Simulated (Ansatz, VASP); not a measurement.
**Two plane-wave programs on Li4SiTe**

```xyz
12
Lattice="6.3226 0.0000 0.0000 0.0000 6.3226 0.0000 0.0000 0.0000 6.3296" Properties=species:S:1:pos:R:3 pbc="T T T"
Li    1.8523    5.0136    1.3493
Li    1.3090    1.8523    1.3493
Li    4.4703    1.3090    1.3493
Li    5.0136    4.4703    1.3493
Li    1.8523    1.3090    4.9803
Li    1.3090    4.4703    4.9803
Li    4.4703    5.0136    4.9803
Li    5.0136    1.8523    4.9803
Si    0.0000    0.0000    0.0000
Si    3.1613    3.1613    0.0000
Te    0.0000    0.0000    3.1648
Te    3.1613    3.1613    3.1648
```

Alike in both runs: functional PBE; k mesh 4 × 4 × 4; occupations gaussian, width 0.1 eV; no spin polarisation.

Ansatz relaxed the structure, and its values are those at the end. VASP's run is a single point on that final structure, the one shown.

|  | VASP | Ansatz |
| --- | --- | --- |
| version | VASP 6.6.1 | Ansatz 0.2.0 |
| potentials or method | VASP PAW PBE potentials, release 64 (Li_sv, Si, Te), cutoff 520 eV | scalar-relativistic, plane waves, PAW |
| valence electrons in the cell | 44 | 64 |

|  | VASP | Ansatz | Ansatz less VASP |
| --- | --- | --- | --- |
| gap on the k mesh at the Fermi level (eV) | none | none | - |
| rms of the force components (eV/Å) | 0.015 | 0.014 | -0.0008 |

A gap of «none» marks a metal or a gap that the smearing closes. The functional is the same, so the differences come from potentials, cutoffs and numerics. VASP's potentials hold 44 valence electrons a cell and Ansatz's 64, so a difference there can come from the potentials and not from the codes.

Neither program's run includes spin-orbit coupling. Noted on VASP's run: the cutoff is short for stress, so the pressure is rough.
